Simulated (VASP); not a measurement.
Wanted: the native input for a VASP 6.6.1 run.

```
Task                   : single point
Functional             : LDA
Potentials or basis    : VASP PAW LDA potentials, release 64 (B, N)
Cutoff                 : 600 eV
k mesh                 : 12 × 12 × 12
Occupations            : gaussian, width 0.05 eV
Spin                   : no spin polarisation
Dipole correction      : no
Further INCAR settings : ALGO = Normal; EDIFF = 1e-06; NBANDS = 11
```

The structure of BN lies in POSCAR:

```
BN
1.0
    1.2010769119      0.6934420784      3.5078517794
   -1.2010769119      0.6934420784      3.5078517794
    0.0000000000     -1.3868841568      3.5078517794
B N
1 1
Direct
    0.9996712000      0.9996712000      0.9996712000
    0.3327618000      0.3327618000      0.3327618000
```

This cell differs from its parent crystal: strain -0.040 along x and y, +0.040 along z.

One way to write it, as run:

INCAR

```
SYSTEM = BN
PREC = Accurate ; ENCUT = 600
EDIFF = 1E-6 ; ISMEAR = 0
SIGMA = 0.05 ; LREAL = .False.
LASPH = .True. ; NELM = 120
ALGO = Normal ; ISIF = 2
LWAVE = .False. ; LCHARG = .True.
LELF = .True. ; LVHAR = .True.
NBANDS = 11 ; GGA_COMPAT = .False.
```

KPOINTS

```
regular mesh
0
Gamma
  12 12 12
  0 0 0
```

Potentials or basis: VASP PAW LDA potentials, release 64 (B, N).

Run with:

```sh
$ cat potpaw_LDA.64/B/POTCAR potpaw_LDA.64/N/POTCAR > POTCAR
$ mpirun -np 1 vasp_std > vasp.out
```

Results of the run:

The pressure is 28.8 GPa and the largest force is 0.017 eV/Å. The band gap on the k mesh is 4.37 eV, indirect (least direct gap 4.84 eV).

Caveat: the cell differs from its parent crystal (strain -0.040 along x and y, +0.040 along z).

Wall time 2.1 min on 1 thread of Intel(R) Xeon(R) Platinum 8375C CPU @ 2.90GHz (Ice Lake) (shared host), peak memory 0.17 GiB.
